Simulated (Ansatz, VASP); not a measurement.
FeGe in VASP and in Ansatz

```
CELL_PARAMETERS angstrom
2.97452 0.00000 0.00000
-1.48726 2.57601 0.00000
0.00000 0.00000 3.54113
ATOMIC_POSITIONS crystal
Fe 0.00000 0.00000 0.00000
Ge 0.33333 0.66667 0.50000
```

Alike in both runs: functional PBE; k mesh 6 × 6 × 4; occupations gaussian, width 0.1 eV; collinear spin.

Ansatz relaxed the structure, and its values are those at the end. VASP's run is a single point on that final structure, the one shown.

|  | VASP | Ansatz |
| --- | --- | --- |
| version | VASP 6.6.1 | Ansatz 0.2.0 |
| potentials or method | VASP PAW PBE potentials, release 64 (Fe, Ge_d), cutoff 520 eV | scalar-relativistic, plane waves, PAW |
| valence electrons in the cell | 22 | 30 |

```tsv
	VASP	Ansatz	Ansatz less VASP
gap on the k mesh at the Fermi level (eV)	none	none	-
pressure (GPa)	-0.1	0.0	+0.08
net moment per atom (μB)	0.88	0.88	0.000
size of the moment on the site where the two differ most (μB)	0.06	0.05	-0.018
```

Site moments also hang on the region over which each program counts them. A gap of «none» marks a metal or a gap that the smearing closes. VASP's potentials hold 22 valence electrons a cell and Ansatz's 30, so a difference there can come from the potentials and not from the codes.

The k mesh is coarse, so the values compare programs but aren't converged.
